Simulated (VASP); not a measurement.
# W (Im-3m) in VASP: single point with r2SCAN

Aim: the single point of W with r2SCAN.

Everything below comes from runs of VASP 6.6.1. Logs are shortened: lines on timing, memory, paths and dates and some standing lists are left out, and cuts for length are marked.

## Step 1: The cell of the first run

Symmetry: Im-3m, No. 229, cubic system. The conventional cell has a = 3.175 Å, b = 3.175 Å, c = 3.175 Å, α = 90.00°, β = 90.00°, γ = 90.00°. Within 3.6 Å of W (site symmetry m-3m) lie 14 W at 2.75 to 3.17 Å.

## Step 2: Single point, r2SCAN

Contents of POSCAR:

```
W
1.0
   -1.5872563000      1.5872563000      1.5872563000
    1.5872563000     -1.5872563000      1.5872563000
    1.5872563000      1.5872563000     -1.5872563000
W
1
Direct
    0.0000000000      0.0000000000      0.0000000000
```

Contents of INCAR.step1:

```
SYSTEM = W
ALGO = Normal
EDIFF = 1E-4
ENCUT = 520
GGA = PE
ISMEAR = -1
LASPH = .True.
LCHARG = .False.
LREAL = .False.
LWAVE = .True.
NBANDS = 13
NELM = 60
PREC = Accurate
SIGMA = 0.1
```

Contents of INCAR.step2:

```
SYSTEM = W
ALGO = Normal
EDIFF = 1E-6
ENCUT = 520
ISIF = 2
ISMEAR = -1
ISTART = 1
LASPH = .True.
LCHARG = .True.
LELF = .True.
LMIXTAU = .True.
LREAL = .False.
LVHAR = .True.
LWAVE = .False.
METAGGA = R2SCAN
NBANDS = 13
NELM = 60
PREC = Accurate
SIGMA = 0.1
```

Contents of KPOINTS:

```
k-points
0
Gamma
  15 15 15
  0 0 0
```

Potentials or basis: VASP PAW PBE potentials, release 64 (W_sv).

Command:

```bash
> cat potpaw_PBE.64/W_sv/POTCAR > POTCAR
> cp INCAR.step1 INCAR
> mpirun -np 1 vasp_std > vasp.out
> cp INCAR.step2 INCAR
> mpirun -np 1 vasp_std > vasp.out
```

OUTCAR:

```text
SYSTEM = W
   EDIFF = 1E-6
   ENCUT = 520
   ISIF = 2
   ISMEAR = -1
   ISTART = 1
   LASPH = .True.
   LREAL = .False.
   METAGGA = R2SCAN
   NELM = 60
   PREC = Accurate

 ion  position               nearest neighbor table
   1  0.000  0.000  0.000-

  LATTYP: Found a body centered cubic cell.
 ALAT       =     3.1745126000

  Lattice vectors:

 A1 = (  -1.5872563000,   1.5872563000,   1.5872563000)
 A2 = (   1.5872563000,  -1.5872563000,   1.5872563000)
 A3 = (   1.5872563000,   1.5872563000,  -1.5872563000)

Analysis of symmetry for initial positions (statically):
=====================================================================
 Subroutine PRICEL returns:
 Original cell was already a primitive cell.

 Routine SETGRP: Setting up the symmetry group for a
 body centered cubic supercell.

 Subroutine GETGRP returns: Found 48 space group operations
 (whereof 48 operations were pure point group operations)
 out of a pool of 48 trial point group operations.

The static configuration has the point symmetry O_h .

Analysis of symmetry for dynamics (positions and initial velocities):
=====================================================================
 Subroutine PRICEL returns:
 Original cell was already a primitive cell.

 Routine SETGRP: Setting up the symmetry group for a
 body centered cubic supercell.

 Subroutine GETGRP returns: Found 48 space group operations
 (whereof 48 operations were pure point group operations)
 out of a pool of 48 trial point group operations.

The dynamic configuration has the point symmetry O_h .

 Subroutine INISYM returns: Found 48 space group operations
 (whereof 48 operations are pure point group operations),
 and found     1 'primitive' translations

----------------------------------------------------------------------------------------

                                     Primitive cell

  volume of cell :      15.9956

  direct lattice vectors                    reciprocal lattice vectors
    -1.587256300  1.587256300  1.587256300     0.000000000  0.315008988  0.315008988
     1.587256300 -1.587256300  1.587256300     0.315008988  0.000000000  0.315008988
     1.587256300  1.587256300 -1.587256300     0.315008988  0.315008988  0.000000000

  length of vectors
     2.749208556  2.749208556  2.749208556     0.445489982  0.445489982  0.445489982

  position of ions in fractional coordinates (direct lattice)
     0.000000000  0.000000000  0.000000000

  ion indices of the primitive-cell ions
[... 75 lines left out ...]
   LREAL  =      F    real-space projection
   EDIFFG = 0.1E-04   stopping-criterion for IOM
   NSW    =      0    number of steps for IOM
   IBRION =     -1    ionic relax: 0-MD 1-quasi-New 2-CG
   NFREE  =      0    steps in history (QN), initial steepest desc. (CG)
   ISIF   =      2    stress and relaxation
   ISYM   =      2    0-nonsym 1-usesym 2-fastsym
   POTIM  = 0.5000    time-step for ionic-motion
   TEBEG  =    0.0;   TEEND  =   0.0 temperature during run
   PSTRESS=    0.0 pullay stress
   NELECT =      14.0000    total number of electrons
   NUPDOWN=      -1.0000    fix difference up-down
   EMIN   =  10.00;   EMAX   =-10.00  energy-range for DOS
   EFERMI =   0.00;   METHOD = LEGACY
   ISMEAR =    -1;   SIGMA  =   0.10  broadening in eV -4-tet -1-fermi 0-gaus
   EFERMI_NEDOS =   21; number of points for ismear=-14 and -15
   IALGO  =     38    algorithm
   IMIX   =      4    mixing-type and parameters
     AMIX     =   0.40;   BMIX     =  1.00
     AMIX_MAG =   1.60;   BMIX_MAG =  1.00
  volume/ion in A,a.u.               =      16.00       107.94
  Fermi-wavevector in a.u.,A,eV,Ry     =   1.565971  2.959257 33.365104  2.452266
  Thomas-Fermi vector in A             =   2.668368
   LORBIT       =      0    0 simple, 1 ext, 2 COOP (PROOUT), +10 PAW based schemes
   METAGGA = R2SCAN    functional components
   LHFCALC =     F    Hartree Fock is set to
   AEXX    =    0.0000 exact exchange contribution
   IVDW    =     0    specifies the selected vdW correction
   LEPSILON=     F    determine dielectric tensor
   LRPA    =     F    only Hartree local field effects (RPA)
 non-spin polarized calculation
  energy-cutoff  :      520.00
  volume of cell :       16.00
 maximum number of plane-waves:       444
   NGX = 11   NGY = 11   NGZ = 11

 number of electron      14.0000002 magnetization

 Free energy of the ion-electron system (eV)
  ---------------------------------------------------
  ext. energy  EPLUGINS =         0.00000000
  ---------------------------------------------------
  free energy    TOTEN  =       -51.35714025 eV

  energy without entropy =      -51.34466161  energy(sigma->0) =      -51.35090093

 E-fermi :  11.1185     XC(G=0): -14.9014

 val. band max:       11.0744043476   @ k =  -0.3333   0.4000   0.2667
 cond. band min:      11.2745000393   @ k =   0.4667   0.0667   0.0000
 fundamental gap:      0.2000956917
 Fermi energy:        11.1184928954

 k-point     1 :       0.0000    0.0000    0.0000
  band No.  band energies     occupation
      1     -64.9697      2.00000
      2     -27.8431      2.00000
      3     -27.8431      2.00000
      4     -27.8431      2.00000
      5       1.0815      2.00000
      6       9.8913      1.99999
      7       9.8913      1.99999
      8       9.8913      1.99999
      9      13.7007      0.00000
     10      13.7008      0.00000
     11      26.3978      0.00000
     12      26.3978      0.00000
     13      26.3978      0.00000
[... 354 lines left out ...]
  band No.  band energies     occupation
      1     -64.8129      2.00000
      2     -29.0163      2.00000
      3     -28.4652      2.00000
      4     -27.9789      2.00000
      5       5.8892      2.00000
      6       7.7152      2.00000
      7       9.6425      2.00000
      8      13.3725      0.00000
      9      14.8302      0.00000
     10      19.7029      0.00000
     11      20.9646      0.00000
     12      24.8139      0.00000
     13      27.9060      0.00000

 [... further k-points ...]
[... 5 lines left out ...]
  --------------------------------------------------------------------------------------
  -------------------------------------------------------------------------------------
  Total       -0.0504897     -0.0504897     -0.0504897      0.0000000      0.0000000      0.0000000
  in kB       -5.0572269     -5.0572269     -5.0572269      0.0000000      0.0000000      0.0000000
  external PRESSURE =      -5.0572269 kB  Pullay stress =       0.0000000 kB

 VOLUME and BASIS-vectors are now :
 -----------------------------------------------------------------------------
  energy-cutoff  :      520.00
  volume of cell :       16.00
      direct lattice vectors                 reciprocal lattice vectors
    -1.587256300  1.587256300  1.587256300     0.000000000  0.315008988  0.315008988
     1.587256300 -1.587256300  1.587256300     0.315008988  0.000000000  0.315008988
     1.587256300  1.587256300 -1.587256300     0.315008988  0.315008988  0.000000000

 POSITION                                       TOTAL-FORCE (eV/Angst)
 -----------------------------------------------------------------------------------
      0.00000      0.00000      0.00000        -0.000000      0.000000      0.000000
 -----------------------------------------------------------------------------------
    total drift:                                0.000000     -0.000000      0.000000

  FREE ENERGIE OF THE ION-ELECTRON SYSTEM (eV)
  ---------------------------------------------------
  free  energy   TOTEN  =       -51.3571402488 eV

  energy  without entropy=      -51.3446616088  energy(sigma->0) =      -51.35090093
```

It took 2.1 min on 1 thread of Intel Xeon 8259CL, shared host; peak memory 0.14 GiB.

Results:

| Item | Value |
| --- | --- |
| Free energy | -51.3571 eV |
| Pressure | -0.5 GPa |
| Band gap on the k mesh | zero (band 7 reaches 15.90 eV, above the bottom of band 8 at 9.89 eV) |

Levels at points of the mesh, in eV from the Fermi level:
```csv
k point,band 4,band 5,band 6,band 7,band 8,band 9,band 10,band 11
"(0.00, 0.00, 0.00)",-38.96,-10.04,-1.23,-1.23,-1.23,2.58,2.58,15.28
```

Caveat: the PAW data sets were made with another functional, which shifts forces and pressure a little; spin-orbit coupling is left out, which moves the levels of the heavy elements.
